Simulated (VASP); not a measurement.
# V (Im-3m) in VASP: further runs

Runs on V. Level: r2SCAN. Tasks: single point.

Everything below comes from runs of VASP 6.6.1. Logs are shortened: lines on timing, memory, paths and dates and some standing lists are left out, and cuts for length are marked.

**1. The cell of the first run**

It takes space group Im-3m (No. 229, cubic). Conventional cell: a = 2.984 Å, b = 2.984 Å, c = 2.984 Å, α = 90.00°, β = 90.00°, γ = 90.00°. Within 3.4 Å of V (site symmetry m-3m) lie 14 V at 2.58 to 2.98 Å.

**2. Single point, r2SCAN**

Contents of POSCAR:

```
V
1.0
   -1.4917693513      1.4917693513      1.4917693513
    1.4917693513     -1.4917693513      1.4917693513
    1.4917693513      1.4917693513     -1.4917693513
V
1
Direct
    0.0000000000      0.0000000000      0.0000000000
```

Contents of INCAR.step1:

```
SYSTEM = V
  PREC = Accurate
  ENCUT = 520
  ISMEAR = -1
  SIGMA = 0.1
  LREAL = .FALSE.
  LASPH = .TRUE.
  NELM = 100
  NBANDS = 12
  GGA = PE
  ALGO = Normal
  EDIFF = 1E-4
  LWAVE = .TRUE.
  LCHARG = .FALSE.
```

Contents of INCAR.step2:

```
SYSTEM = V
  PREC = Accurate
  ENCUT = 520
  EDIFF = 1E-6
  ISMEAR = -1
  SIGMA = 0.1
  LREAL = .FALSE.
  LASPH = .TRUE.
  NELM = 100
  ALGO = Normal
  ISIF = 2
  LWAVE = .FALSE.
  LCHARG = .TRUE.
  METAGGA = R2SCAN
  LMIXTAU = .TRUE.
  LELF = .TRUE.
  LVHAR = .TRUE.
  NBANDS = 12
  ISTART = 1
```

Contents of KPOINTS:

```
Automatic mesh
0
G
  7 7 7
  0 0 0
```

Potentials or basis: VASP PAW PBE potentials, release 64 (V_sv).

Launch:

```console
> cat potpaw_PBE.64/V_sv/POTCAR > POTCAR
> cp INCAR.step1 INCAR
> mpirun -np 1 vasp_std > vasp.out
> cp INCAR.step2 INCAR
> mpirun -np 1 vasp_std > vasp.out
```

OUTCAR:

```text
SYSTEM = V
   PREC = Accurate
   ENCUT = 520
   EDIFF = 1E-6
   ISMEAR = -1
   LREAL = .FALSE.
   LASPH = .TRUE.
   NELM = 100
   ISIF = 2
   METAGGA = R2SCAN
   ISTART = 1

 ion  position               nearest neighbor table
   1  0.000  0.000  0.000-

  LATTYP: Found a body centered cubic cell.
 ALAT       =     2.9835387026

  Lattice vectors:

 A1 = (  -1.4917693513,   1.4917693513,   1.4917693513)
 A2 = (   1.4917693513,  -1.4917693513,   1.4917693513)
 A3 = (   1.4917693513,   1.4917693513,  -1.4917693513)

Analysis of symmetry for initial positions (statically):
=====================================================================
 Subroutine PRICEL returns:
 Original cell was already a primitive cell.

 Routine SETGRP: Setting up the symmetry group for a
 body centered cubic supercell.

 Subroutine GETGRP returns: Found 48 space group operations
 (whereof 48 operations were pure point group operations)
 out of a pool of 48 trial point group operations.

The static configuration has the point symmetry O_h .

Analysis of symmetry for dynamics (positions and initial velocities):
=====================================================================
 Subroutine PRICEL returns:
 Original cell was already a primitive cell.

 Routine SETGRP: Setting up the symmetry group for a
 body centered cubic supercell.

 Subroutine GETGRP returns: Found 48 space group operations
 (whereof 48 operations were pure point group operations)
 out of a pool of 48 trial point group operations.

The dynamic configuration has the point symmetry O_h .

 Subroutine INISYM returns: Found 48 space group operations
 (whereof 48 operations are pure point group operations),
 and found     1 'primitive' translations

----------------------------------------------------------------------------------------

                                     Primitive cell

  volume of cell :      13.2790

  direct lattice vectors                    reciprocal lattice vectors
    -1.491769351  1.491769351  1.491769351     0.000000000  0.335172458  0.335172458
     1.491769351 -1.491769351  1.491769351     0.335172458  0.000000000  0.335172458
     1.491769351  1.491769351 -1.491769351     0.335172458  0.335172458  0.000000000

  length of vectors
     2.583820310  2.583820310  2.583820310     0.474005436  0.474005436  0.474005436

  position of ions in fractional coordinates (direct lattice)
     0.000000000  0.000000000  0.000000000

  ion indices of the primitive-cell ions
   primitive index   ion index
                 1           1

----------------------------------------------------------------------------------------

 KPOINTS: Automatic mesh

Automatic generation of k-mesh.
 Grid dimensions read from file:
 generate k-points for:    7    7    7

 Generating k-lattice:

  Cartesian coordinates                     Fractional coordinates (reciprocal lattice)
     0.000000000  0.047881780  0.047881780     0.142857143  0.000000000  0.000000000
     0.047881780  0.000000000  0.047881780     0.000000000  0.142857143  0.000000000
     0.047881780  0.047881780  0.000000000     0.000000000  0.000000000  0.142857143

  Length of vectors
     0.067715062  0.067715062  0.067715062

  Shift w.r.t. Gamma in fractional coordinates (k-lattice)
     0.000000000  0.000000000  0.000000000

 Subroutine IBZKPT returns following result:
 ===========================================

 Found     20 irreducible k-points:

 Following reciprocal coordinates:
            Coordinates               Weight
  0.000000  0.000000  0.000000      1.000000
  0.142857  0.000000  0.000000     12.000000
  0.285714  0.000000  0.000000     12.000000
  0.428571  0.000000  0.000000     12.000000
  0.142857  0.142857  0.000000     24.000000
  0.285714  0.142857  0.000000     48.000000
[... 12 lines left out ...]
 -0.428571 -0.428571  0.285714      8.000000
 -0.428571  0.428571  0.428571      6.000000
   k-points           NKPTS =     20   k-points in BZ     NKDIM =     20   number of bands    NBANDS=     12
   number of dos      NEDOS =    301   number of ions     NIONS =      1
   total plane-waves  NPLWV =   8000
   dimension x,y,z NGX =    20 NGY =   20 NGZ =   20
   dimension x,y,z NGXF=    40 NGYF=   40 NGZF=   40
   ions per type =               1
   NGX,Y,Z   is equivalent  to a cutoff of  12.87, 12.87, 12.87 a.u.
   NGXF,Y,Z  is equivalent  to a cutoff of  25.74, 25.74, 25.74 a.u.
 SYSTEM =  V
   PREC   = accura    normal or accurate (medium, high low for compatibility)
   ISTART =      1    job   : 0-new  1-cont  2-samecut
   ICHARG =      0    charge: 1-file 2-atom 10-const
   ISPIN  =      1    spin polarized calculation?
   LNONCOLLINEAR =      F non collinear calculations
   LSORBIT =      F    spin-orbit coupling
   LASPH  =      T    aspherical Exc in radial PAW
   ENCUT  =  520.0 eV  38.22 Ry    6.18 a.u.   4.80  4.80  4.80*2*pi/ulx,y,z
   NELM   =    100;   NELMIN=  2; NELMDL=  0     # of ELM steps
   EDIFF  = 0.1E-05   stopping-criterion for ELM
   LREAL  =      F    real-space projection
   EDIFFG = 0.1E-04   stopping-criterion for IOM
   NSW    =      0    number of steps for IOM
   IBRION =     -1    ionic relax: 0-MD 1-quasi-New 2-CG
   NFREE  =      0    steps in history (QN), initial steepest desc. (CG)
   ISIF   =      2    stress and relaxation
   ISYM   =      2    0-nonsym 1-usesym 2-fastsym
   POTIM  = 0.5000    time-step for ionic-motion
   TEBEG  =    0.0;   TEEND  =   0.0 temperature during run
   PSTRESS=    0.0 pullay stress
   NELECT =      13.0000    total number of electrons
   NUPDOWN=      -1.0000    fix difference up-down
   EMIN   =  10.00;   EMAX   =-10.00  energy-range for DOS
   EFERMI =   0.00;   METHOD = LEGACY
   ISMEAR =    -1;   SIGMA  =   0.10  broadening in eV -4-tet -1-fermi 0-gaus
   EFERMI_NEDOS =   21; number of points for ismear=-14 and -15
   IALGO  =     38    algorithm
   IMIX   =      4    mixing-type and parameters
     AMIX     =   0.40;   BMIX     =  1.00
     AMIX_MAG =   1.60;   BMIX_MAG =  1.00
  volume/ion in A,a.u.               =      13.28        89.61
  Fermi-wavevector in a.u.,A,eV,Ry     =   1.625552  3.071848 35.952309  2.642420
  Thomas-Fermi vector in A             =   2.718657
   LORBIT       =      0    0 simple, 1 ext, 2 COOP (PROOUT), +10 PAW based schemes
   METAGGA = R2SCAN    functional components
   LHFCALC =     F    Hartree Fock is set to
   AEXX    =    0.0000 exact exchange contribution
   IVDW    =     0    specifies the selected vdW correction
   LEPSILON=     F    determine dielectric tensor
   LRPA    =     F    only Hartree local field effects (RPA)
 non-spin polarized calculation
  energy-cutoff  :      520.00
  volume of cell :       13.28
 maximum number of plane-waves:       370
   NGX =  9   NGY =  9   NGZ =  9

 number of electron      12.9999992 magnetization

 Free energy of the ion-electron system (eV)
  ---------------------------------------------------
  ext. energy  EPLUGINS =         0.00000000
  ---------------------------------------------------
  free energy    TOTEN  =       -14.16073536 eV

  energy without entropy =      -14.10968528  energy(sigma->0) =      -14.13521032

 E-fermi :   9.7827     XC(G=0): -14.1548

 val. band max:        9.7824464496   @ k =   0.2857   0.0000   0.0000
 cond. band min:       9.8581089126   @ k =  -0.2857   0.2857   0.1429
 fundamental gap:      0.0756624630
 Fermi energy:         9.7826943473

 k-point     1 :       0.0000    0.0000    0.0000
  band No.  band energies     occupation
      1     -56.4683      2.00000
      2     -28.5946      2.00000
      3     -28.5946      2.00000
      4     -28.5946      2.00000
      5       2.7500      2.00000
      6      10.3253      0.00876
      7      10.3253      0.00876
      8      10.3253      0.00876
      9      12.5377      0.00000
     10      12.5377      0.00000
     11      31.1964      0.00000
     12      31.1964      0.00000

 k-point     2 :       0.1429    0.0000    0.0000
  band No.  band energies     occupation
      1     -56.4276      2.00000
      2     -28.7864      2.00000
      3     -28.6523      2.00000
      4     -28.5961      2.00000
      5       3.5935      2.00000
      6       9.9738      0.25778
      7      10.1865      0.03464
      8      10.9253      0.00002
      9      12.2223      0.00000
     10      12.5657      0.00000
     11      29.6761      0.00000
     12      30.8161      0.00000

 k-point     3 :       0.2857    0.0000    0.0000
  band No.  band energies     occupation
      1     -56.3353      2.00000
      2     -29.2044      2.00000
      3     -28.7804      2.00000
      4     -28.5996      2.00000
      5       5.5219      2.00000
      6       9.2554      1.98980
      7       9.7824      1.00124
      8      12.2307      0.00000
      9      12.4521      0.00000
     10      12.7004      0.00000
     11      25.5614      0.00000
     12      28.6241      0.00000
[... 226 lines left out ...]
 k-point    19 :      -0.4286   -0.4286    0.2857
  band No.  band energies     occupation
      1     -56.1405      2.00000
      2     -29.2798      2.00000
      3     -29.2798      2.00000
      4     -29.0351      2.00000
      5       7.3354      2.00000
      6       7.3354      2.00000
      7      11.2917      0.00000
      8      13.2863      0.00000
      9      13.2864      0.00000
     10      20.2061      0.00000
     11      20.2063      0.00000
     12      21.3735      0.00000

 k-point    20 :      -0.4286    0.4286    0.4286
  band No.  band energies     occupation
      1     -56.1158      2.00000
      2     -29.2594      2.00000
      3     -29.2219      2.00000
      4     -29.2219      2.00000
      5       6.8897      2.00000
      6       6.8970      2.00000
      7      13.1821      0.00000
      8      13.1821      0.00000
      9      13.5973      0.00000
     10      19.0086      0.00000
     11      21.6568      0.00000
     12      21.6570      0.00000

------------------------ aborting loop because EDIFF is reached ----------------------------------------

  FORCE on cell =-STRESS in cart. coord.  units (eV):
  Direction    XX          YY          ZZ          XY          YZ          ZX
  --------------------------------------------------------------------------------------
  -------------------------------------------------------------------------------------
  Total        0.0734634      0.0734634      0.0734634      0.0000000     -0.0000000      0.0000000
  in kB        8.8637359      8.8637359      8.8637359      0.0000000     -0.0000000      0.0000000
  external PRESSURE =       8.8637359 kB  Pullay stress =       0.0000000 kB

 VOLUME and BASIS-vectors are now :
 -----------------------------------------------------------------------------
  energy-cutoff  :      520.00
  volume of cell :       13.28
      direct lattice vectors                 reciprocal lattice vectors
    -1.491769351  1.491769351  1.491769351     0.000000000  0.335172458  0.335172458
     1.491769351 -1.491769351  1.491769351     0.335172458  0.000000000  0.335172458
     1.491769351  1.491769351 -1.491769351     0.335172458  0.335172458  0.000000000

 POSITION                                       TOTAL-FORCE (eV/Angst)
 -----------------------------------------------------------------------------------
      0.00000      0.00000      0.00000        -0.000000      0.000000      0.000000
 -----------------------------------------------------------------------------------
    total drift:                                0.000000     -0.000000      0.000000

  FREE ENERGIE OF THE ION-ELECTRON SYSTEM (eV)
  ---------------------------------------------------
  free  energy   TOTEN  =       -14.1607353643 eV

  energy  without entropy=      -14.1096852837  energy(sigma->0) =      -14.13521032
```

Run time: 12 s. Hardware: 1 thread of Intel Xeon Platinum 8375C at 2.90GHz (Ice Lake), shared host; peak memory 0.13 GiB.

Results:

```yaml
Free_energy: -14.1607 eV
Pressure: 0.9 GPa
```

Levels at points of the mesh, in eV from the Fermi level:
```tsv
k point	band 2	band 3	band 4	band 5	band 6	band 7	band 8	band 9	band 10	band 11
(0.00, 0.00, 0.00)	-38.38	-38.38	-38.38	-7.03	0.54	0.54	0.54	2.76	2.76	21.41
```

Caveat: the k points lie up to 0.43 Å⁻¹ apart; the PAW data sets were made with another functional, which shifts forces and pressure a little.

**3. Single point, r2SCAN**

POSCAR is that of step 2.

Contents of INCAR.step1:

```
SYSTEM = V
ALGO = Normal ; EDIFF = 1E-4
ENCUT = 520 ; GGA = PE
ISMEAR = -1 ; LASPH = .TRUE.
LCHARG = .FALSE. ; LREAL = .FALSE.
LWAVE = .TRUE. ; NBANDS = 12
NELM = 100 ; PREC = Accurate
SIGMA = 0.1
```

Contents of INCAR.step2:

```
SYSTEM = V
ALGO = Normal ; EDIFF = 1E-6
ENCUT = 520 ; ISIF = 2
ISMEAR = -1 ; ISTART = 1
LASPH = .TRUE. ; LCHARG = .FALSE.
LMIXTAU = .TRUE. ; LREAL = .FALSE.
LWAVE = .FALSE. ; METAGGA = R2SCAN
NBANDS = 12 ; NELM = 100
PREC = Accurate ; SIGMA = 0.1
```

Contents of KPOINTS:

```
k-points
0
G
  9 9 9
  0 0 0
```

Potentials or basis: VASP PAW PBE potentials, release 64 (V_sv).

Launch:

```console
> cat potpaw_PBE.64/V_sv/POTCAR > POTCAR
> cp INCAR.step1 INCAR
> mpirun -np 1 vasp_std > vasp.out
> cp INCAR.step2 INCAR
> mpirun -np 1 vasp_std > vasp.out
```

Wall time 16 s (1 thread of Intel Xeon Platinum 8375C at 2.90GHz (Ice Lake), shared host); peak memory 0.13 GiB.

The run converged. Its results:

- Free energy: -14.1541 eV
- Pressure: 0.9 GPa

Levels at points of the mesh, in eV from the Fermi level:
```
           k point  band 4  band 5  band 6  band 7  band 8  band 9
(0.00, 0.00, 0.00)  -38.47   -7.13    0.45    0.45    0.45    2.67
```

Caveat: the PAW data sets were made with another functional, which shifts forces and pressure a little.
